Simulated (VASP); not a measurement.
## SnTe: relaxation of cell and atoms with PBEsol

SnTe:

```xyz
2
Lattice="0.0000 3.1509 3.1509 3.1509 0.0000 3.1509 3.1509 3.1509 0.0000" Properties=species:S:1:pos:R:3 pbc="T T T"
Te    3.1509    3.1509    3.1509
Sn    0.0000    0.0000    0.0000
```

```json
{"Program": "VASP 6.6.1", "Task": "relaxation of cell and atoms", "Functional": "PBEsol", "Potentials or basis": "VASP PAW PBE potentials, release 64 (Te, Sn_d)", "Cutoff": "600 eV", "k mesh": "7 × 7 × 7", "Occupations": "fermi-dirac, width 0.05 eV", "Spin": "no spin polarisation", "Dipole correction": "no", "Further INCAR settings": "ALGO = Normal; EDIFF = 1e-06; IBRION = 2; EDIFFG = -0.01; NSW = 60; ISIF = 3"}
```

The relaxed volume is 31.05 Å³/atom and the relaxed cell is a = 4.445 Å, b = 4.445 Å, c = 4.445 Å, α = 60.00°, β = 60.00°, γ = 60.00°. The space group after relaxing (to 0.05 Å) is Fm-3m (No. 225), the energy gained by relaxing is 0.3 meV/atom and the ionic steps are 3. The pressure after relaxing is 0.0 GPa.

The path:
```
step  energy change (eV)  largest force (eV/Å)  pressure (GPa)  volume (Å³)
   1              0.0000                0.0000           -0.37        62.56
   2             -0.0004                0.0000            0.14        61.91
   3             -0.0005                0.0000           -0.01        62.10
```

Final structure:
```cif
data_structure
_symmetry_space_group_name_H-M 'P 1'
_symmetry_Int_Tables_number 1
_cell_length_a 4.4449
_cell_length_b 4.4449
_cell_length_c 4.4449
_cell_angle_alpha 60.000
_cell_angle_beta 60.000
_cell_angle_gamma 60.000
_cell_volume 62.10
loop_
_atom_site_label
_atom_site_type_symbol
_atom_site_fract_x
_atom_site_fract_y
_atom_site_fract_z
_atom_site_occupancy
Te1 Te 0.50000 0.50000 0.50000 1
Sn1 Sn 0.00000 0.00000 0.00000 1
```

Levels at points of the mesh, in eV from the Fermi level:
| k point | band 7 | band 8 | band 9 | band 10 | band 11 | band 12 | band 13 | band 14 |
| --- | --- | --- | --- | --- | --- | --- | --- | --- |
| (0.00, 0.00, 0.00) | -4.73 | -2.20 | -2.20 | -2.20 | 3.31 | 3.31 | 3.31 | 4.66 |

It took 87 s on 1 thread of Intel Xeon 8259CL, with other jobs on the host, peak memory 0.22 GiB.

Caveat: this odd mesh misses L, where the gap lies, so gap, dielectric constants and Born charges aren't listed; the PAW data sets were made with another functional, which shifts forces and pressure a little; spin-orbit coupling is left out, which moves the levels of the heavy elements.
